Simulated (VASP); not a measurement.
A run of VASP 6.6.1 is set up as follows.

The input INCAR:

```
SYSTEM = Fe
PREC = Accurate
ENCUT = 520
EDIFF = 1E-7
ISMEAR = -1
SIGMA = 0.1
LREAL = .False.
LASPH = .True.
NELM = 150
ALGO = Normal
ISIF = 2
LWAVE = .False.
LCHARG = .False.
ISPIN = 2
MAGMOM = 2.5
LORBIT = 11
LMAXMIX = 4
GGA = PE
NBANDS = 14
```

The input KPOINTS:

```
regular mesh
0
Gamma
  18 18 18
  0 0 0
```

Contents of POSCAR:

```
Fe
1.0
    2.3700755569      0.0000000000      0.0000000000
    0.0000000000      2.3700755569      0.0000000000
    0.0000000000      0.0000000000      2.3700755569
Fe
1
Direct
    0.0000000000      0.0000000000      0.0000000000
```

Potentials or basis: VASP PAW PBE potentials, release 64 (Fe).

The run is started by

```bash
$ cat potpaw_PBE.64/Fe/POTCAR > POTCAR
$ mpirun -np 1 vasp_std > vasp.out
```

(1) Estimate the net moment.

(2) Estimate the site moments.

(3) Predict the pressure.

## Answers

(1) 2.39 μB per cell.

(2) Fe +2.38 μB.

(3) -0.4 GPa.
